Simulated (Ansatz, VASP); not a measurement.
## TiTe2: VASP beside Ansatz

Contents of INCAR:

```
PREC = Accurate
ENCUT = 520
EDIFF = 1E-6
ISMEAR = -1
SIGMA = 0.1
LREAL = F
LASPH = T
NELM = 60
ALGO = Normal
ISIF = 2
LWAVE = F
LCHARG = T
GGA = PE
LELF = T
LVHAR = T
NBANDS = 19
```

KPOINTS

```
Automatic mesh
0
Gamma
  10 10 5
```

POSCAR

```
TiTe2
1.0
    3.6466534057      0.0000000000      0.0000000000
   -1.8233267028      3.1580945363      0.0000000000
    0.0000000000      0.0000000000      6.2737500212
Ti Te
1 2
Direct
    0.0000000000      0.0000000000      0.0000000000
    0.6666666667      0.3333333333      0.2628000000
    0.3333333333      0.6666666667      0.7372000000
```

Input for Ansatz:

```yaml
crystal:
  lattice:
    - [3.6466534056554636, 0.0, 0.0]
    - [-1.8233267028277318, 3.1580945362785533, 0.0]
    - [0.0, 0.0, 6.273750021167382]
  atoms:
    - { symbol: Ti, position: [0.0, 0.0, 0.0] }
    - { symbol: Te, position: [0.6666666666666666, 0.3333333333333333, 0.2628] }
    - { symbol: Te, position: [0.3333333333333333, 0.6666666666666666, 0.7372] }
basis:
  ecutwfc: 500.0
kpoints:
  mp_grid:
    grid: [10, 10, 5]
hamiltonian:
  xc: pbe
scf:
  convergence:
    dr2_threshold: 1.0e-07
  occupations:
    method: fermi_dirac
output:
  stress: true
```

Alike in both runs: task single point; functional PBE; k mesh 10 × 10 × 5; no spin polarisation.

```csv
,VASP,Ansatz
version,VASP 6.6.1,Ansatz 0.2.0
potentials or method,"VASP PAW PBE potentials, release 64 (Ti_sv, Te), cutoff 520 eV","plane waves, PAW"
occupations,"fermi-dirac, width 0.1 eV",fermi-dirac
valence electrons in the cell,24,44
```

Ansatz gave:

| Property | Result |
| --- | --- |
| pressure (GPa) | 9.5 |
| traceless stress, the component that is largest in VASP (GPa) | 1.20 |

Question: What did VASP give for the same quantities?

Answer: Pressure (GPa): 9.4; traceless stress, the component that is largest in VASP (GPa): 1.20.

VASP's potentials hold 24 valence electrons a cell and Ansatz's 44, so a difference there can come from the potentials and not from the codes. Ansatz's warnings: stress scf threshold loose.

Neither program's run includes spin-orbit coupling.
